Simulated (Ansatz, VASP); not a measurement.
# Ga: VASP beside Ansatz

INCAR

```
PREC     = Accurate       # precision mode
ENCUT    = 520            # plane-wave cutoff, eV
EDIFF    = 1E-7           # SCF threshold, eV
ISMEAR   = -1             # smearing method
SIGMA    = 0.05           # smearing width, eV
LREAL    = F              # projectors in reciprocal space
LASPH    = T              # aspherical terms in the spheres
NELM     = 80             # most SCF steps
ALGO     = Normal         # electronic algorithm
ISIF     = 2              # what is computed and relaxed
LWAVE    = F              # write WAVECAR
LCHARG   = F              # write CHGCAR
GGA      = PE             # functional
NBANDS   = 34             # bands
```

Contents of KPOINTS:

```
Automatic mesh
0
Gamma
  9 9 8
```

Contents of POSCAR:

```
Ga
1.0
    2.2553500000     -3.8224000000      0.0000000000
    2.2553500000      3.8224000000      0.0000000000
    0.0000000000      0.0000000000      4.3811990000
Ga
4
Direct
    0.1525000000      0.8475000000      0.0785000000
    0.6525000000      0.3475000000      0.4215000000
    0.8475000000      0.1525000000      0.9215000000
    0.3475000000      0.6525000000      0.5785000000
```

Input for Ansatz:

```yaml
crystal:
  lattice:
    - [2.25535, -3.8224, 0.0]
    - [2.25535, 3.8224, 0.0]
    - [0.0, 0.0, 4.381199]
  atoms:
    - { symbol: Ga, position: [0.1525, 0.8475, 0.0785] }
    - { symbol: Ga, position: [0.6525, 0.3475, 0.4215] }
    - { symbol: Ga, position: [0.8475, 0.1525, 0.9215] }
    - { symbol: Ga, position: [0.3475, 0.6525, 0.5785] }
kpoints:
  mp_grid: { grid: [9, 9, 8] }
  band_path:
    path:
      - [0.0, 0.0, 0.0]
      - [-0.5, 0.5, 0.0]
      - [-0.337035342, 0.662964658, 0.0]
      - [0.337035342, 0.337035342, 0.0]
      - [0.0, 0.0, 0.0]
      - [0.0, 0.0, 0.5]
      - [0.337035342, 0.337035342, 0.5]
      - [-0.337035342, 0.662964658, 0.5]
      - [-0.5, 0.5, 0.5]
    npoints: 5
scf:
  occupations: { method: fermi_dirac, width: 0.05 }
hamiltonian:
  xc: pbe
  pseudopotentials: { kind: all_electron, lapw: { basis_error: 0.001 } }
output:
  forces: true
  stress: true
  eigenvalues: true
```

Change from the starting cell: zz strain of -3 %.

Alike in both runs: task single point; functional PBE; k mesh 9 × 9 × 8; occupations fermi-dirac, width 0.05 eV; no spin polarisation.

|  | VASP | Ansatz |
| --- | --- | --- |
| version | VASP 6.6.1 | Ansatz 0.2.0 |
| potentials or method | VASP PAW PBE potentials, release 64 (Ga_d), cutoff 520 eV | all-electron LAPW, scalar-relativistic |

VASP gave:

```
pressure (GPa)                                                : 4.4
traceless stress, the component that is largest in VASP (GPa) : -0.67
rms of the force components (eV/Å)                            : 0.199
```

Q: Estimate Ansatz's values.

A: Pressure (GPa): 4.3; traceless stress, the component that is largest in VASP (GPa): -0.65; rms of the force components (eV/Å): 0.199.

Atom by atom the forces differ by 0.001 eV/Å (rms over components). Ansatz ran all-electron here, and VASP with PAW potentials.
